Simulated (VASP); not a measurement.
YP2Pd2, 5 atoms in the cell. Symmetry: I4/mmm, No. 139, tetragonal system. Conventional cell: a = 4.042 Å, b = 4.042 Å, c = 9.810 Å, α = 90.00°, β = 90.00°, γ = 90.00°. Y (site symmetry 4/mmm) has 10 P at 3.06 to 3.81 Å and 8 Pd at 3.18 Å and 4 Y at 4.04 Å within 4.1 Å. Within 2.9 Å of P (site symmetry 4mm) lie 1 P at 2.19 Å and 4 Pd at 2.43 Å. Pd (site symmetry -4m2) has 4 P at 2.43 Å and 4 Pd at 2.86 Å and 4 Y at 3.18 Å within 3.2 Å. 

| Property | Result |
| --- | --- |
| Program | VASP 6.6.1 |
| Task | single point |
| Functional | PBEsol |
| Potentials or basis | VASP PAW PBE potentials, release 64 (Y_sv, P, Pd) |
| Cutoff | 520 eV |
| k mesh | 12 × 12 × 12 |
| Occupations | gaussian, width 0.1 eV |
| Spin | no spin polarisation |
| Dipole correction | no |
| Further INCAR settings | ALGO = Normal; EDIFF = 1e-07; NBANDS = 28 |

Potentials or basis: VASP PAW PBE potentials, release 64 (Y_sv, P, Pd).

Run with:

```sh
$ cat potpaw_PBE.64/Y_sv/POTCAR potpaw_PBE.64/P/POTCAR potpaw_PBE.64/Pd/POTCAR > POTCAR
$ mpirun -np 1 vasp_std > vasp.out
```

Hardware: 1 thread of Oxide Virtual Turin-like Processor, with other jobs on the host.

**Question.** Estimate the wall time of this run.

**Answer.** Wall time 14 min on 1 thread of Oxide Virtual Turin-like Processor (shared host), peak memory 0.52 GiB. Counts: scf iterations 14, k points 163.
